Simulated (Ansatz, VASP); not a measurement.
In2S in VASP and in Ansatz

```
In S
1.0
     6.62333    0.00000    0.00000
    -3.31167    5.73597    0.00000
     0.00000    0.00000   14.00000
In S
2 1
Direct
  0.33333 0.66667 0.50000
  0.66667 0.33333 0.50000
  0.00000 0.00000 0.50000
```

Alike in both runs: task single point; functional PBE; k mesh 3 × 3 × 1; occupations gaussian, width 0.1 eV; no spin polarisation.

|  | VASP | Ansatz |
| --- | --- | --- |
| version | VASP 6.6.1 | Ansatz 0.2.0 |
| potentials or method | VASP PAW PBE potentials, release 64 (In_d, S), cutoff 520 eV | scalar-relativistic, plane waves, PAW |
| valence electrons in the cell | 32 | 32 |

```csv
,VASP,Ansatz,Ansatz less VASP
gap on the k mesh at the Fermi level (eV),0.38,0.38,-0.003
least direct gap on the mesh (eV),0.38,0.38,-0.003
```

Ansatz's warnings: slab cell height set.
